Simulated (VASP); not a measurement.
Tl:

```
CELL_PARAMETERS angstrom
3.45600 0.00000 0.00000
-1.72800 2.99298 0.00000
0.00000 0.00000 5.52500
ATOMIC_POSITIONS crystal
Tl 0.66667 0.33333 0.75000
Tl 0.33333 0.66667 0.25000
```

Program: VASP 6.6.1. Alike in all runs: task single point; no spin polarisation; cell as given; k mesh 9 × 9 × 5; cutoff (eV) 520.

Task: Order these runs on this cell by their pressure, lowest first.
A. level revPBE; potentials or basis VASP PAW PBE potentials, release 64 (Tl_d); smearing fermi-dirac 0.05 eV
B. level r2SCAN; potentials or basis VASP PAW PBE potentials, release 64 (Tl_d); smearing fermi-dirac 0.05 eV
C. level PBEsol; potentials or basis VASP PAW PBE potentials, release 64 (Tl_d); smearing fermi-dirac 0.05 eV
D. level LDA; potentials or basis VASP PAW LDA potentials, release 64 (Tl_d); smearing gaussian 0.1 eV
E. level BLYP; potentials or basis VASP PAW PBE potentials, release 64 (Tl_d); smearing fermi-dirac 0.05 eV

Result: D (-1.5 GPa), C (0.2 GPa), B (2.1 GPa), A (4.7 GPa), E (7.3 GPa).

Caveats: the PAW data sets were made with another functional, which shifts forces and pressure a little (some runs).
